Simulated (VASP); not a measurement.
# CaO (I-4m2) in VASP: notebook

The runs below take CaO through single point, with r2SCAN.

Everything below comes from runs of VASP 6.6.1. Logs are shortened: lines on timing, memory, paths and dates and some standing lists are left out, and cuts for length are marked.

**1. The cell of the first run**

The structure is tetragonal, space group I-4m2 (No. 119). Conventional cell: a = 3.502 Å, b = 3.502 Å, c = 5.579 Å, α = 90.00°, β = 90.00°, γ = 90.00°. Within 3.0 Å of Ca (site symmetry -4m2) lie 4 O at 2.24 Å. O (site symmetry -4m2) has 4 Ca at 2.24 Å within 3.0 Å.

**2. Single point, r2SCAN (epitaxial xy strain -5.0%)**

Contents of POSCAR:

```
CaO
1.0
    0.0000000000      2.4763951520      2.7895354835
    2.4763951520      0.0000000000      2.7895354835
    2.4763951520      2.4763951520      0.0000000000
Ca O
1 1
Direct
    0.0000000000      0.0000000000      0.0000000000
    0.2500000000      0.2500000000      0.2500000000
```

Contents of INCAR.step1:

```
SYSTEM = CaO
PREC     = Accurate       ! precision mode
ENCUT    = 520            ! plane-wave cutoff, eV
ISMEAR   = 0              ! smearing method
SIGMA    = 0.01           ! smearing width, eV
LREAL    = .FALSE.        ! projectors in reciprocal space
LASPH    = .TRUE.         ! aspherical terms in the spheres
NELM     = 60             ! most SCF steps
NBANDS   = 15             ! bands
GGA      = PE             ! functional
ALGO     = Normal         ! electronic algorithm
EDIFF    = 1E-4           ! SCF threshold, eV
LWAVE    = .TRUE.         ! write WAVECAR
LCHARG   = .FALSE.        ! write CHGCAR
```

Contents of INCAR.step2:

```
SYSTEM = CaO
PREC     = Accurate       ! precision mode
ENCUT    = 520            ! plane-wave cutoff, eV
EDIFF    = 1E-7           ! SCF threshold, eV
ISMEAR   = 0              ! smearing method
SIGMA    = 0.01           ! smearing width, eV
LREAL    = .FALSE.        ! projectors in reciprocal space
LASPH    = .TRUE.         ! aspherical terms in the spheres
NELM     = 60             ! most SCF steps
ALGO     = Normal         ! electronic algorithm
ISIF     = 2              ! what is computed and relaxed
LWAVE    = .FALSE.        ! write WAVECAR
LCHARG   = .TRUE.         ! write CHGCAR
METAGGA  = R2SCAN         ! meta-GGA
LMIXTAU  = .TRUE.       
LELF     = .TRUE.         ! ELF
LVHAR    = .TRUE.       
NBANDS   = 15             ! bands
ISTART   = 1
```

Contents of KPOINTS:

```
Automatic mesh
0
G
  8 8 8
  0 0 0
```

Potentials or basis: VASP PAW PBE potentials, release 64 (Ca_sv, O).

On the command line:

```bash
> cat potpaw_PBE.64/Ca_sv/POTCAR potpaw_PBE.64/O/POTCAR > POTCAR
> cp INCAR.step1 INCAR
> mpirun -np 1 vasp_std > vasp.out
> cp INCAR.step2 INCAR
> mpirun -np 1 vasp_std > vasp.out
```

OUTCAR:

```text
SYSTEM = CaO
   PREC = Accurate
   ENCUT = 520
   EDIFF = 1E-7
   ISMEAR = 0
   LREAL = .FALSE.
   LASPH = .TRUE.
   NELM = 60
   ISIF = 2
   METAGGA = R2SCAN
   ISTART = 1

 ion  position               nearest neighbor table
   1  0.000  0.000  0.000-   2 2.24   2 2.24   2 2.24   2 2.24
   2  0.250  0.250  0.250-   1 2.24   1 2.24   1 2.24   1 2.24

  LATTYP: Found a body centered tetragonal cell.
 ALAT       =     3.5021516098
 C/A-ratio  =     1.5930409613

  Lattice vectors:

 A1 = (  -2.4763951520,   0.0000000000,   2.7895354835)
 A2 = (   2.4763951520,   0.0000000000,   2.7895354835)
 A3 = (   0.0000000000,   2.4763951520,  -2.7895354835)

Analysis of symmetry for initial positions (statically):
=====================================================================
 Subroutine PRICEL returns:
 Original cell was already a primitive cell.

 Routine SETGRP: Setting up the symmetry group for a
 body centered tetragonal supercell.

 Subroutine GETGRP returns: Found  8 space group operations
 (whereof  8 operations were pure point group operations)
 out of a pool of 16 trial point group operations.

The static configuration has the point symmetry D_2d.

Analysis of symmetry for dynamics (positions and initial velocities):
=====================================================================
 Subroutine PRICEL returns:
 Original cell was already a primitive cell.

 Routine SETGRP: Setting up the symmetry group for a
 body centered tetragonal supercell.

 Subroutine GETGRP returns: Found  8 space group operations
 (whereof  8 operations were pure point group operations)
 out of a pool of 16 trial point group operations.

The dynamic configuration has the point symmetry D_2d.

 Subroutine INISYM returns: Found  8 space group operations
 (whereof  8 operations are pure point group operations),
 and found     1 'primitive' translations

----------------------------------------------------------------------------------------

                                     Primitive cell

  volume of cell :      34.2138

  direct lattice vectors                    reciprocal lattice vectors
     0.000000000  2.476395152  2.789535483    -0.201906388  0.201906388  0.179241312
     2.476395152  0.000000000  2.789535483     0.201906388 -0.201906388  0.179241312
     2.476395152  2.476395152  0.000000000     0.201906388  0.201906388 -0.179241312

  length of vectors
     3.730152968  3.730152968  3.502151610     0.337134731  0.337134731  0.337134731

  position of ions in fractional coordinates (direct lattice)
     0.000000000  0.000000000  0.000000000
     0.250000000  0.250000000  0.250000000

  ion indices of the primitive-cell ions
   primitive index   ion index
                 1           1
                 2           2

----------------------------------------------------------------------------------------

 KPOINTS: Automatic mesh

Automatic generation of k-mesh.
 Grid dimensions read from file:
 generate k-points for:    8    8    8

 Generating k-lattice:

  Cartesian coordinates                     Fractional coordinates (reciprocal lattice)
    -0.025238298  0.025238298  0.022405164     0.125000000 -0.000000000  0.000000000
     0.025238298 -0.025238298  0.022405164    -0.000000000  0.125000000  0.000000000
     0.025238298  0.025238298 -0.022405164     0.000000000  0.000000000  0.125000000

  Length of vectors
     0.042141841  0.042141841  0.042141841

  Shift w.r.t. Gamma in fractional coordinates (k-lattice)
     0.000000000  0.000000000  0.000000000

 Subroutine IBZKPT returns following result:
 ===========================================

 Found     59 irreducible k-points:

 Following reciprocal coordinates:
            Coordinates               Weight
  0.000000  0.000000  0.000000      1.000000
  0.125000 -0.000000  0.000000      8.000000
  0.250000 -0.000000  0.000000      8.000000
  0.375000 -0.000000  0.000000      8.000000
  0.500000 -0.000000  0.000000      4.000000
  0.125000  0.125000  0.000000      2.000000
[... 16 lines left out ...]
  0.250000 -0.000000  0.125000     16.000000
  0.375000  0.000000  0.125000     16.000000
 [... further k-points ...]
   k-points           NKPTS =     59   k-points in BZ     NKDIM =     59   number of bands    NBANDS=     15
   number of dos      NEDOS =    301   number of ions     NIONS =      2
   total plane-waves  NPLWV =  21952
   dimension x,y,z NGX =    28 NGY =   28 NGZ =   28
   dimension x,y,z NGXF=    56 NGYF=   56 NGZF=   56
   ions per type =               1   1
   NGX,Y,Z   is equivalent  to a cutoff of  12.48, 12.48, 13.29 a.u.
   NGXF,Y,Z  is equivalent  to a cutoff of  24.96, 24.96, 26.58 a.u.
 SYSTEM =  CaO
   PREC   = accura    normal or accurate (medium, high low for compatibility)
   ISTART =      1    job   : 0-new  1-cont  2-samecut
   ICHARG =      0    charge: 1-file 2-atom 10-const
   ISPIN  =      1    spin polarized calculation?
   LNONCOLLINEAR =      F non collinear calculations
   LSORBIT =      F    spin-orbit coupling
   LASPH  =      T    aspherical Exc in radial PAW
   ENCUT  =  520.0 eV  38.22 Ry    6.18 a.u.   6.94  6.94  6.51*2*pi/ulx,y,z
   NELM   =     60;   NELMIN=  2; NELMDL=  0     # of ELM steps
   EDIFF  = 0.1E-06   stopping-criterion for ELM
   LREAL  =      F    real-space projection
   EDIFFG = 0.1E-05   stopping-criterion for IOM
   NSW    =      0    number of steps for IOM
   IBRION =     -1    ionic relax: 0-MD 1-quasi-New 2-CG
   NFREE  =      0    steps in history (QN), initial steepest desc. (CG)
   ISIF   =      2    stress and relaxation
   ISYM   =      2    0-nonsym 1-usesym 2-fastsym
   POTIM  = 0.5000    time-step for ionic-motion
   TEBEG  =    0.0;   TEEND  =   0.0 temperature during run
   PSTRESS=    0.0 pullay stress
   NELECT =      16.0000    total number of electrons
   NUPDOWN=      -1.0000    fix difference up-down
   EMIN   =  10.00;   EMAX   =-10.00  energy-range for DOS
   EFERMI =   0.00;   METHOD = LEGACY
   ISMEAR =     0;   SIGMA  =   0.01  broadening in eV -4-tet -1-fermi 0-gaus
   EFERMI_NEDOS =   21; number of points for ismear=-14 and -15
   IALGO  =     38    algorithm
   IMIX   =      4    mixing-type and parameters
     AMIX     =   0.40;   BMIX     =  1.00
     AMIX_MAG =   1.60;   BMIX_MAG =  1.00
  volume/ion in A,a.u.               =      17.11       115.44
  Fermi-wavevector in a.u.,A,eV,Ry     =   1.270713  2.401300 21.969494  1.614712
  Thomas-Fermi vector in A             =   2.403686
   LORBIT       =      0    0 simple, 1 ext, 2 COOP (PROOUT), +10 PAW based schemes
   METAGGA = R2SCAN    functional components
   LHFCALC =     F    Hartree Fock is set to
   AEXX    =    0.0000 exact exchange contribution
   IVDW    =     0    specifies the selected vdW correction
   LEPSILON=     F    determine dielectric tensor
   LRPA    =     F    only Hartree local field effects (RPA)
 non-spin polarized calculation
 Gauss-broadening in eV      SIGMA  =   0.01
  energy-cutoff  :      520.00
  volume of cell :       34.21
 maximum number of plane-waves:       938
   NGX = 13   NGY = 13   NGZ = 13

 number of electron      15.9999998 magnetization

 Free energy of the ion-electron system (eV)
  ---------------------------------------------------
  ext. energy  EPLUGINS =         0.00000000
  ---------------------------------------------------
  free energy    TOTEN  =       -18.90060757 eV

  energy without entropy =      -18.90060757  energy(sigma->0) =      -18.90060757

 E-fermi :   0.5480     XC(G=0):  -9.7559

 val. band max:        0.4556054251   @ k =   0.5000   0.5000   0.0000
 cond. band min:       4.1655860101   @ k =   0.0000   0.0000   0.0000
 fundamental gap:      3.7099805850
 Fermi energy:         0.5480256329

 k-point     1 :       0.0000    0.0000    0.0000
  band No.  band energies     occupation
      1     -38.1530      2.00000
      2     -18.2115      2.00000
      3     -18.2114      2.00000
      4     -18.1806      2.00000
      5     -15.4827      2.00000
      6      -0.4036      2.00000
      7      -0.2729      2.00000
      8      -0.2729      2.00000
      9       4.1656      0.00000
     10       8.5505      0.00000
     11       9.5273      0.00000
     12       9.9600      0.00000
     13      11.1221      0.00000
     14      11.1221      0.00000
     15      17.5119      0.00000

 k-point     2 :       0.1250   -0.0000    0.0000
  band No.  band energies     occupation
      1     -38.1451      2.00000
      2     -18.3653      2.00000
      3     -18.2163      2.00000
      4     -18.2026      2.00000
      5     -15.3253      2.00000
      6      -0.5212      2.00000
      7      -0.2997      2.00000
      8      -0.2160      2.00000
      9       4.7230      0.00000
     10       8.4162      0.00000
     11       9.2797      0.00000
     12      10.0819      0.00000
     13      11.0123      0.00000
     14      11.2290      0.00000
     15      16.3012      0.00000

 k-point     3 :       0.2500   -0.0000    0.0000
  band No.  band energies     occupation
      1     -38.1257      2.00000
      2     -18.6961      2.00000
      3     -18.2361      2.00000
      4     -18.2282      2.00000
      5     -15.0126      2.00000
      6      -0.7360      2.00000
      7      -0.2460      2.00000
      8      -0.0827      2.00000
      9       5.8706      0.00000
     10       8.3693      0.00000
     11       8.9633      0.00000
     12       9.9335      0.00000
     13      10.9974      0.00000
     14      11.1764      0.00000
     15      14.2723      0.00000

 k-point     4 :       0.3750   -0.0000    0.0000
  band No.  band energies     occupation
      1     -38.1063      2.00000
      2     -18.9738      2.00000
      3     -18.2686      2.00000
      4     -18.2399      2.00000
      5     -14.7635      2.00000
      6      -0.7601      2.00000
      7      -0.2118      2.00000
      8       0.0430      2.00000
      9       6.7533      0.00000
     10       8.6041      0.00000
     11       8.9315      0.00000
     12       9.5534      0.00000
     13      10.8111      0.00000
     14      10.9280      0.00000
     15      13.2832      0.00000
[... 307 lines left out ...]
 k-point    22 :       0.1250    0.0000    0.1250
  band No.  band energies     occupation
      1     -38.1413      2.00000
      2     -18.3967      2.00000
      3     -18.2478      2.00000
      4     -18.1971      2.00000
      5     -15.2857      2.00000
      6      -0.5648      2.00000
      7      -0.3788      2.00000
      8      -0.1537      2.00000
      9       4.9646      0.00000
     10       8.5969      0.00000
     11       9.0388      0.00000
     12      10.0788      0.00000
     13      11.0522      0.00000
     14      11.2048      0.00000
     15      16.8489      0.00000

 k-point    23 :       0.2500   -0.0000    0.1250
  band No.  band energies     occupation
      1     -38.1249      2.00000
      2     -18.6482      2.00000
      3     -18.2730      2.00000
      4     -18.2239      2.00000
      5     -15.0393      2.00000
      6      -0.7892      2.00000
      7      -0.2916      2.00000
      8      -0.0471      2.00000
      9       5.9165      0.00000
     10       8.2345      0.00000
     11       8.9905      0.00000
     12      10.1236      0.00000
     13      10.9125      0.00000
     14      11.2895      0.00000
     15      15.1093      0.00000

 k-point    24 :       0.3750    0.0000    0.1250
  band No.  band energies     occupation
      1     -38.1055      2.00000
      2     -18.9191      2.00000
      3     -18.2977      2.00000
      4     -18.2582      2.00000
      5     -14.7803      2.00000
      6      -0.8131      2.00000
      7      -0.2134      2.00000
      8       0.0332      2.00000
      9       6.7003      0.00000
     10       8.1103      0.00000
     11       9.0664      0.00000
     12       9.9897      0.00000
     13      10.8597      0.00000
     14      11.1977      0.00000
     15      13.7094      0.00000

 [... further k-points ...]

------------------------ aborting loop because EDIFF is reached ----------------------------------------

  FORCE on cell =-STRESS in cart. coord.  units (eV):
  Direction    XX          YY          ZZ          XY          YZ          ZX
  --------------------------------------------------------------------------------------
  -------------------------------------------------------------------------------------
  Total        0.9318620      0.9318620      0.2569923      0.0000000      0.0000000      0.0000000
  in kB       43.6375557     43.6375557     12.0345248      0.0000000      0.0000000      0.0000000
  external PRESSURE =      33.1032121 kB  Pullay stress =       0.0000000 kB

 VOLUME and BASIS-vectors are now :
 -----------------------------------------------------------------------------
  energy-cutoff  :      520.00
  volume of cell :       34.21
      direct lattice vectors                 reciprocal lattice vectors
     0.000000000  2.476395152  2.789535483    -0.201906388  0.201906388  0.179241312
     2.476395152  0.000000000  2.789535483     0.201906388 -0.201906388  0.179241312
     2.476395152  2.476395152  0.000000000     0.201906388  0.201906388 -0.179241312

 POSITION                                       TOTAL-FORCE (eV/Angst)
 -----------------------------------------------------------------------------------
      0.00000      0.00000      0.00000        -0.000000     -0.000000      0.000000
      1.23820      1.23820      1.39477         0.000000      0.000000     -0.000000
 -----------------------------------------------------------------------------------
    total drift:                                0.000000      0.000000      0.000000

  FREE ENERGIE OF THE ION-ELECTRON SYSTEM (eV)
  ---------------------------------------------------
  free  energy   TOTEN  =       -18.9006075728 eV

  energy  without entropy=      -18.9006075728  energy(sigma->0) =      -18.90060757
```

It took 2 min on 1 thread of Oxide Virtual Turin-like, shared host; peak memory 0.15 GiB.

What came out:

* Free energy: -18.9006 eV
* Pressure: 3.3 GPa
* Band gap on the k mesh: 3.71 eV (least direct gap 4.44 eV)

Levels at points of the mesh, in eV from the valence-band top:
```csv
k point,band 4,band 5,band 6,band 7,band 8,band 9,band 10,band 11,band 12,band 13
"(0.00, 0.00, 0.00)",-18.64,-15.94,-0.86,-0.73,-0.73,3.71,8.09,9.07,9.50,10.67
"(0.50, 0.00, 0.00)",-18.70,-15.13,-1.17,-0.67,-0.36,6.57,8.36,8.57,8.83,10.09
"(0.50, 0.50, 0.00)",-18.78,-14.75,-1.66,0.00,0.00,5.02,6.90,9.79,10.01,10.01
"(0.50, 0.00, 0.50)",-18.76,-14.96,-1.61,-0.25,-0.18,5.45,7.05,9.89,9.93,10.24
```

Caveat: the cell differs from its parent crystal (epitaxial xy strain -5.0%); the cell stands under pressure; the structure was generated, so it needn't be the stable form of CaO; the PAW data sets were made with another functional, which shifts forces and pressure a little. A k mesh can miss the band edges.

[end of part 1 of 2]
